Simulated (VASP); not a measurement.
Pd: single point with PBE

The system is Pd.

```
Pd
1.0
     2.65115    0.00000    0.00000
    -1.32557    2.29596    0.00000
     0.00000    0.00000    4.45544
Pd
2
Direct
  0.33333 0.66667 0.25000
  0.66667 0.33333 0.75000
```

This isn't the form of Pd at room conditions, which is fcc.

- Program: VASP 6.6.1
- Task: single point
- Functional: PBE
- Potentials or basis: VASP PAW PBE potentials, release 64 (Pd)
- Cutoff: 520 eV
- k mesh: 21 × 21 × 11
- Occupations: fermi-dirac, width 0.05 eV
- Spin: collinear spin
- Starting moments: [0.313, 0.313] μB

```json
{
  "Pressure": "29.4 GPa",
  "Band gap on the k mesh": "zero (filled and empty bands overlap)",
  "Net moment": "0.00 μB per cell",
  "Valence electrons inside the program's atomic spheres": "Pd 9.64"
}
```

Stress tensor (GPa, compression positive):
```
29.89  0.00  0.00
 0.00 29.89  0.00
 0.00  0.00 28.44
```

Levels at points of the mesh, in eV from the Fermi level:
Spin up:
```
           k point  band 6  band 7  band 8  band 9  band 10  band 11  band 12  band 13  band 14  band 15
(0.00, 0.00, 0.00)   -2.76   -2.76   -1.87   -1.87    -0.27    -0.27     0.56     7.57    17.27    18.77
```
Spin down:
| k point | band 6 | band 7 | band 8 | band 9 | band 10 | band 11 | band 12 | band 13 | band 14 | band 15 |
| --- | --- | --- | --- | --- | --- | --- | --- | --- | --- | --- |
| (0.00, 0.00, 0.00) | -2.76 | -2.76 | -1.87 | -1.87 | -0.27 | -0.27 | 0.56 | 7.57 | 17.27 | 18.77 |

Wall time 3.1 min on 1 thread of Intel(R) Xeon(R) Platinum 8488C (Sapphire Rapids), on a shared host, peak memory 0.33 GiB.

Caveat: the cell stands under pressure.
